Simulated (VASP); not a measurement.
# Os (Pm-3m) in VASP: further runs

The runs below take Os through single point, with LDA.

All numbers are computed with VASP 6.6.1; they aren't measurements. Logs are shortened: lines on timing, memory, paths and dates and some standing lists are left out, and cuts for length are marked.

**1. The cell of the first run**

Symmetry: Pm-3m, No. 221, cubic system. The conventional cell has a = 2.517 Å, b = 2.517 Å, c = 2.517 Å, α = 90.00°, β = 90.00°, γ = 90.00°. Os (site symmetry m-3m) has 6 Os at 2.52 Å within 3.3 Å.

**2. Single point, LDA**

INCAR reads:

```
SYSTEM = Os
ALGO     = Normal         ! electronic algorithm
EDIFF    = 1E-6           ! SCF threshold, eV
ENCUT    = 520            ! plane-wave cutoff, eV
GGA      = CA             ! functional
ISIF     = 2              ! what is computed and relaxed
ISMEAR   = -1             ! smearing method
LASPH    = .True.         ! aspherical terms in the spheres
LCHARG   = .False.        ! write CHGCAR
LREAL    = .False.        ! projectors in reciprocal space
LWAVE    = .False.        ! write WAVECAR
NBANDS   = 10             ! bands
NELM     = 60             ! most SCF steps
PREC     = Accurate       ! precision mode
SIGMA    = 0.1            ! smearing width, eV
```

KPOINTS reads:

```
k-points
0
Gamma
  13 13 13
  0 0 0
```

POSCAR reads:

```
Os
1.0
    2.5170771292      0.0000000000      0.0000000000
    0.0000000000      2.5170771292      0.0000000000
    0.0000000000      0.0000000000      2.5170771292
Os
1
Direct
    0.0000000000      0.0000000000      0.0000000000
```

Potentials or basis: VASP PAW LDA potentials, release 64 (Os).

The run is started by

```
$ cat potpaw_LDA.64/Os/POTCAR > POTCAR
$ mpirun -np 1 vasp_std > vasp.out
```

OUTCAR:

```text
SYSTEM = Os
   EDIFF = 1E-6
   ENCUT = 520
   GGA = CA
   ISIF = 2
   ISMEAR = -1
   LASPH = .True.
   LREAL = .False.
   NELM = 60
   PREC = Accurate

 ion  position               nearest neighbor table
   1  0.000  0.000  0.000-

  LATTYP: Found a simple cubic cell.
 ALAT       =     2.5170771292

  Lattice vectors:

 A1 = (   2.5170771292,   0.0000000000,   0.0000000000)
 A2 = (   0.0000000000,   2.5170771292,   0.0000000000)
 A3 = (   0.0000000000,   0.0000000000,   2.5170771292)

Analysis of symmetry for initial positions (statically):
=====================================================================
 Subroutine PRICEL returns:
 Original cell was already a primitive cell.

 Routine SETGRP: Setting up the symmetry group for a
 simple cubic supercell.

 Subroutine GETGRP returns: Found 48 space group operations
 (whereof 48 operations were pure point group operations)
 out of a pool of 48 trial point group operations.

The static configuration has the point symmetry O_h .

Analysis of symmetry for dynamics (positions and initial velocities):
=====================================================================
 Subroutine PRICEL returns:
 Original cell was already a primitive cell.

 Routine SETGRP: Setting up the symmetry group for a
 simple cubic supercell.

 Subroutine GETGRP returns: Found 48 space group operations
 (whereof 48 operations were pure point group operations)
 out of a pool of 48 trial point group operations.

The dynamic configuration has the point symmetry O_h .

 Subroutine INISYM returns: Found 48 space group operations
 (whereof 48 operations are pure point group operations),
 and found     1 'primitive' translations

----------------------------------------------------------------------------------------

                                     Primitive cell

  volume of cell :      15.9474

  direct lattice vectors                    reciprocal lattice vectors
     2.517077129  0.000000000  0.000000000     0.397286197  0.000000000  0.000000000
     0.000000000  2.517077129  0.000000000     0.000000000  0.397286197  0.000000000
     0.000000000  0.000000000  2.517077129     0.000000000  0.000000000  0.397286197

  length of vectors
     2.517077129  2.517077129  2.517077129     0.397286197  0.397286197  0.397286197

  position of ions in fractional coordinates (direct lattice)
     0.000000000  0.000000000  0.000000000

  ion indices of the primitive-cell ions
   primitive index   ion index
                 1           1

----------------------------------------------------------------------------------------

 KPOINTS: k-points

Automatic generation of k-mesh.
 Grid dimensions read from file:
 generate k-points for:   13   13   13

 Generating k-lattice:

  Cartesian coordinates                     Fractional coordinates (reciprocal lattice)
     0.030560477  0.000000000  0.000000000     0.076923077  0.000000000  0.000000000
     0.000000000  0.030560477  0.000000000     0.000000000  0.076923077  0.000000000
     0.000000000  0.000000000  0.030560477     0.000000000  0.000000000  0.076923077

  Length of vectors
     0.030560477  0.030560477  0.030560477

  Shift w.r.t. Gamma in fractional coordinates (k-lattice)
     0.000000000  0.000000000  0.000000000

 Subroutine IBZKPT returns following result:
 ===========================================

 Found     84 irreducible k-points:

 Following reciprocal coordinates:
            Coordinates               Weight
  0.000000  0.000000  0.000000      1.000000
  0.076923  0.000000  0.000000      6.000000
  0.153846  0.000000  0.000000      6.000000
  0.230769  0.000000  0.000000      6.000000
  0.307692  0.000000  0.000000      6.000000
  0.384615  0.000000  0.000000      6.000000
[... 16 lines left out ...]
  0.307692  0.307692  0.000000     12.000000
  0.384615  0.307692  0.000000     24.000000
 [... further k-points ...]
   k-points           NKPTS =     84   k-points in BZ     NKDIM =     84   number of bands    NBANDS=     10
   number of dos      NEDOS =    301   number of ions     NIONS =      1
   total plane-waves  NPLWV =   8000
   dimension x,y,z NGX =    20 NGY =   20 NGZ =   20
   dimension x,y,z NGXF=    40 NGYF=   40 NGZF=   40
   ions per type =               1
   NGX,Y,Z   is equivalent  to a cutoff of  13.21, 13.21, 13.21 a.u.
   NGXF,Y,Z  is equivalent  to a cutoff of  26.42, 26.42, 26.42 a.u.
 SYSTEM =  Os
   PREC   = accura    normal or accurate (medium, high low for compatibility)
   ISTART =      0    job   : 0-new  1-cont  2-samecut
   ICHARG =      2    charge: 1-file 2-atom 10-const
   ISPIN  =      1    spin polarized calculation?
   LNONCOLLINEAR =      F non collinear calculations
   LSORBIT =      F    spin-orbit coupling
   LASPH  =      T    aspherical Exc in radial PAW
   ENCUT  =  520.0 eV  38.22 Ry    6.18 a.u.   4.68  4.68  4.68*2*pi/ulx,y,z
   NELM   =     60;   NELMIN=  2; NELMDL= -5     # of ELM steps
   EDIFF  = 0.1E-05   stopping-criterion for ELM
   LREAL  =      F    real-space projection
   EDIFFG = 0.1E-04   stopping-criterion for IOM
   NSW    =      0    number of steps for IOM
   IBRION =     -1    ionic relax: 0-MD 1-quasi-New 2-CG
   NFREE  =      0    steps in history (QN), initial steepest desc. (CG)
   ISIF   =      2    stress and relaxation
   ISYM   =      2    0-nonsym 1-usesym 2-fastsym
   POTIM  = 0.5000    time-step for ionic-motion
   TEBEG  =    0.0;   TEEND  =   0.0 temperature during run
   PSTRESS=    0.0 pullay stress
   NELECT =       8.0000    total number of electrons
   NUPDOWN=      -1.0000    fix difference up-down
   EMIN   =  10.00;   EMAX   =-10.00  energy-range for DOS
   EFERMI =   0.00;   METHOD = LEGACY
   ISMEAR =    -1;   SIGMA  =   0.10  broadening in eV -4-tet -1-fermi 0-gaus
   EFERMI_NEDOS =   21; number of points for ismear=-14 and -15
   IALGO  =     38    algorithm
   IMIX   =      4    mixing-type and parameters
     AMIX     =   0.40;   BMIX     =  1.00
     AMIX_MAG =   1.60;   BMIX_MAG =  1.00
  volume/ion in A,a.u.               =      15.95       107.62
  Fermi-wavevector in a.u.,A,eV,Ry     =   1.300793  2.458143 23.021919  1.692063
  Thomas-Fermi vector in A             =   2.431969
   LORBIT       =      0    0 simple, 1 ext, 2 COOP (PROOUT), +10 PAW based schemes
   GGA     = CA    functional components
   LHFCALC =     F    Hartree Fock is set to
   AEXX    =    0.0000 exact exchange contribution
   IVDW    =     0    specifies the selected vdW correction
   LEPSILON=     F    determine dielectric tensor
   LRPA    =     F    only Hartree local field effects (RPA)
 non-spin polarized calculation
  energy-cutoff  :      520.00
  volume of cell :       15.95
 maximum number of plane-waves:       449
 NGX is ok and might be reduce to    20
   NGX =  9   NGY =  9   NGZ =  9

 number of electron       8.0000000 magnetization

 Free energy of the ion-electron system (eV)
  ---------------------------------------------------
  ext. energy  EPLUGINS =         0.00000000
  ---------------------------------------------------
  free energy    TOTEN  =       -11.09163304 eV

  energy without entropy =      -11.04956334  energy(sigma->0) =      -11.07059819

 E-fermi :   7.6994     XC(G=0): -13.2871

 val. band max:        7.6768267120   @ k =   0.3077   0.1538   0.0000
 cond. band min:       7.7016447019   @ k =   0.3077   0.1538   0.0769
 fundamental gap:      0.0248179899
 Fermi energy:         7.6993714927

 k-point     1 :       0.0000    0.0000    0.0000
  band No.  band energies     occupation
      1      -2.0823      2.00000
      2       1.3742      2.00000
      3       1.3742      2.00000
      4      10.1247      0.00000
      5      10.1247      0.00000
      6      10.1247      0.00000
      7      23.5394      0.00000
      8      23.5394      0.00000
      9      23.5394      0.00000
     10      29.9156      0.00000

 k-point     2 :       0.0769    0.0000    0.0000
  band No.  band energies     occupation
      1      -1.8818      2.00000
      2       1.4204      2.00000
      3       1.5869      2.00000
      4       9.8547      0.00000
      5       9.8547      0.00000
      6      10.1447      0.00000
      7      22.3963      0.00000
      8      23.9452      0.00000
      9      23.9452      0.00000
     10      30.7009      0.00000

 k-point     3 :       0.1538    0.0000    0.0000
  band No.  band energies     occupation
      1      -1.3442      2.00000
      2       1.5511      2.00000
      3       2.2353      2.00000
      4       9.1731      0.00000
      5       9.1731      0.00000
      6      10.2010      0.00000
      7      20.2517      0.00000
      8      25.0161      0.00000
      9      25.0161      0.00000
     10      29.0923      0.00000

 k-point     4 :       0.2308    0.0000    0.0000
  band No.  band energies     occupation
      1      -0.6237      2.00000
      2       1.7421      2.00000
      3       3.3000      2.00000
      4       8.3352      0.00346
      5       8.3352      0.00346
      6      10.2812      0.00000
      7      18.1683      0.00000
      8      26.4501      0.00000
      9      26.4501      0.00000
     10      27.0105      0.00000

 k-point     5 :       0.3077    0.0000    0.0000
  band No.  band energies     occupation
      1       0.1224      2.00000
      2       1.9541      2.00000
      3       4.6094      2.00000
      4       7.5568      1.61256
      5       7.5568      1.61256
      6      10.3677      0.00000
      7      16.5316      0.00000
      8      25.3387      0.00000
      9      27.9707      0.00000
     10      27.9707      0.00000

 k-point     6 :       0.3846    0.0000    0.0000
  band No.  band energies     occupation
      1       0.7627      2.00000
      2       2.1380      2.00000
      3       5.7821      2.00000
      4       6.9754      1.99857
      5       6.9754      1.99857
      6      10.4406      0.00000
      7      15.5762      0.00000
      8      24.1673      0.00000
      9      29.3408      0.00000
     10      29.3414      0.00000
[... 183 lines left out ...]
 k-point    21 :       0.3846    0.2308    0.0000
  band No.  band energies     occupation
      1       1.7706      2.00000
      2       2.9003      2.00000
      3       4.9101      2.00000
      4       7.2490      1.97811
      5       8.5530      0.00039
      6       8.8353      0.00002
      7      16.5539      0.00000
      8      22.9944      0.00000
      9      26.1088      0.00000
     10      30.0136      0.00000

 k-point    22 :       0.4615    0.2308    0.0000
  band No.  band energies     occupation
      1       2.1276      2.00000
      2       2.6911      2.00000
      3       4.8454      2.00000
      4       6.9530      1.99885
      5       8.8935      0.00001
      6       9.9792      0.00000
      7      15.3787      0.00000
      8      24.3399      0.00000
      9      25.4113      0.00000
     10      27.6976      0.00000

 k-point    23 :       0.3077    0.3077    0.0000
  band No.  band energies     occupation
      1       1.6486      2.00000
      2       2.7118      2.00000
      3       6.3354      2.00000
      4       7.2998      1.96389
      5       7.8354      0.40833
      6       8.1117      0.03186
      7      18.1077      0.00000
      8      20.8748      0.00000
      9      26.7005      0.00000
     10      32.2199      0.00000

 k-point    24 :       0.3846    0.3077    0.0000
  band No.  band energies     occupation
      1       1.7757      2.00000
      2       2.4782      2.00000
      3       6.8171      1.99971
      4       7.4012      1.90350
      5       8.1122      0.03171
      6       9.0272      0.00000
      7      16.6916      0.00000
      8      21.6009      0.00000
      9      25.8538      0.00000
     10      30.1418      0.00000

 [... further k-points ...]
[... 5 lines left out ...]
  --------------------------------------------------------------------------------------
  -------------------------------------------------------------------------------------
  Total        0.0014526      0.0014526      0.0014526      0.0000000      0.0000000      0.0000000
  in kB        0.1459369      0.1459369      0.1459369      0.0000000      0.0000000      0.0000000
  external PRESSURE =       0.1459369 kB  Pullay stress =       0.0000000 kB

 VOLUME and BASIS-vectors are now :
 -----------------------------------------------------------------------------
  energy-cutoff  :      520.00
  volume of cell :       15.95
      direct lattice vectors                 reciprocal lattice vectors
     2.517077129  0.000000000  0.000000000     0.397286197  0.000000000  0.000000000
     0.000000000  2.517077129  0.000000000     0.000000000  0.397286197  0.000000000
     0.000000000  0.000000000  2.517077129     0.000000000  0.000000000  0.397286197

 POSITION                                       TOTAL-FORCE (eV/Angst)
 -----------------------------------------------------------------------------------
      0.00000      0.00000      0.00000         0.000000      0.000000      0.000000
 -----------------------------------------------------------------------------------
    total drift:                               -0.000000      0.000000      0.000000

  FREE ENERGIE OF THE ION-ELECTRON SYSTEM (eV)
  ---------------------------------------------------
  free  energy   TOTEN  =       -11.0916330435 eV

  energy  without entropy=      -11.0495633351  energy(sigma->0) =      -11.07059819
```

Wall time 4 s (1 thread of Intel Xeon 6975P-C (Granite Rapids), shared host); peak memory 0.13 GiB.

What came out:

```yaml
Free_energy: -11.0916 eV
Pressure: 0.0 GPa
Band_gap_on_the_k_mesh: zero (band 4 reaches 12.49 eV, above the bottom of band 5 at 6.67 eV)
```

Caveat: spin-orbit coupling is left out, which moves the levels of the heavy elements.

**3. Single point, LDA (volume scaled by 0.88)**

INCAR reads:

```
PREC = Accurate
ENCUT = 520
EDIFF = 1E-7
ISMEAR = -1
SIGMA = 0.1
LREAL = False
LASPH = True
NELM = 60
ALGO = Normal
ISIF = 2
LWAVE = False
LCHARG = False
GGA = CA
NBANDS = 10
```

KPOINTS reads:

```
regular mesh
0
Gamma
  14 14 14
```

POSCAR reads:

```
Os
1.0
    2.4120746678      0.0000000000      0.0000000000
    0.0000000000      2.4120746678      0.0000000000
    0.0000000000      0.0000000000      2.4120746678
Os
1
Direct
    0.0000000000      0.0000000000      0.0000000000
```

Potentials or basis: VASP PAW LDA potentials, release 64 (Os).

The run is started by

```
$ cat potpaw_LDA.64/Os/POTCAR > POTCAR
$ mpirun -np 1 vasp_std > vasp.out
```

Wall time 4.4 s (1 thread of Intel Xeon 6975P-C (Granite Rapids), shared host); peak memory 0.12 GiB.

It converged, with:

```
Free energy            : -10.7906 eV
Pressure               : 54.2 GPa
Band gap on the k mesh : zero (band 4 reaches 16.07 eV, above the bottom of band 5 at 8.26 eV)
```

Levels at points of the mesh, in eV from the Fermi level:
```csv
k point,band 1,band 2,band 3,band 4,band 5,band 6,band 7,band 8
"(0.00, 0.00, 0.00)",-10.89,-7.51,-7.51,3.00,3.00,3.00,16.82,16.82
"(0.50, 0.00, 0.00)",-7.31,-6.44,-1.53,-1.34,-1.34,3.46,9.08,15.85
"(0.50, 0.50, 0.00)",-8.60,-5.48,-0.49,-0.49,5.10,5.10,6.14,16.05
"(0.50, 0.50, 0.50)",-6.79,-6.79,-6.79,6.46,6.46,7.75,13.37,13.37
```

Caveat: spin-orbit coupling is left out, which moves the levels of the heavy elements.

(Part 1 of 2 ends here.)
